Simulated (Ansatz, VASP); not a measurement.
# BN in VASP and in Ansatz

```
B N
1.0
     0.00000    1.80483    1.76494
     1.80483    0.00000    1.76494
     1.80483    1.80483    0.00000
B N
1 1
Direct
  0.00000 0.00000 0.00000
  0.25000 0.25000 0.25000
```

Change from the starting cell: uniaxial_z strain -2.2%.

Alike in both runs: task single point; functional r2SCAN; k mesh 12 × 12 × 12; no spin polarisation.

|  | VASP | Ansatz |
| --- | --- | --- |
| version | VASP 6.6.1 | Ansatz 0.2.0 |
| potentials or method | VASP PAW PBE potentials, release 64 (B_h, N_h) | plane waves, PAW |
| plane-wave cutoff (eV) | 910 | 500 |
| occupations | gaussian, width 0.01 eV | fixed |
| valence electrons in the cell | 8 | 8 |

VASP gave:

| Quantity | Value |
| --- | --- |
| gap on the k mesh at the Fermi level (eV) | 4.61 |

**Question.** What did Ansatz give for the same quantities?

**Answer.** gap on the k mesh at the Fermi level (eV): 4.62.

VASP's potentials were made for PBE, not for r2SCAN.

Noted on VASP's run: the cutoff is short for stress, so the pressure is rough.
